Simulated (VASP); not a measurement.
Si16C15 (a cell with a defect), 31 atoms in the cell. The cell holds a defect, 31 atoms: a = 6.117 Å, b = 6.117 Å, c = 10.012 Å, α = 90.00°, β = 90.00°, γ = 120.00°.  This cell differs from its parent crystal: atoms taken out, then relaxed in part.

```yaml
Program: VASP 6.6.1
Task: single point
Functional: LDA
Potentials_or_basis: VASP PAW LDA potentials, release 64 (Si, C)
Cutoff: 520 eV
k_mesh: 2 × 2 × 2
Occupations: gaussian, width 0.01 eV
Spin: collinear spin
Starting_moments: "[0.25, 0.0, 0.0, 0.0, 0.0, 0.0, 0.0, 0.0, 0.25, 0.25, 0.0, 0.25, 0.0, 0.0, 0.0, 0.0, 0.0, 0.0, 0.0, 0.0, 0.0, 0.0, 0.0, 0.0, 0.0, 0.0, 0.0, 0.0, 0.0, 0.0, 0.0] μB"
Dipole_correction: no
Charge: 1
Further_INCAR_settings: LREAL = Auto; ALGO = Normal; EDIFF = 1e-07; NBANDS = 87; NELECT = 123.0
```

Potentials or basis: VASP PAW LDA potentials, release 64 (Si, C).

Command:

```bash
$ cat potpaw_LDA.64/Si/POTCAR potpaw_LDA.64/C/POTCAR > POTCAR
$ mpirun -np 1 vasp_std > vasp.out
```

Hardware: 1 thread of Oxide Virtual Turin-like Processor (shared host).

**Question.** Estimate the wall time of this run.

**Answer.** Run time: 22 min on 1 thread of Oxide Virtual Turin-like Processor, with other jobs on the host, peak memory 0.49 GiB. Counts: scf iterations 16, k points 8.
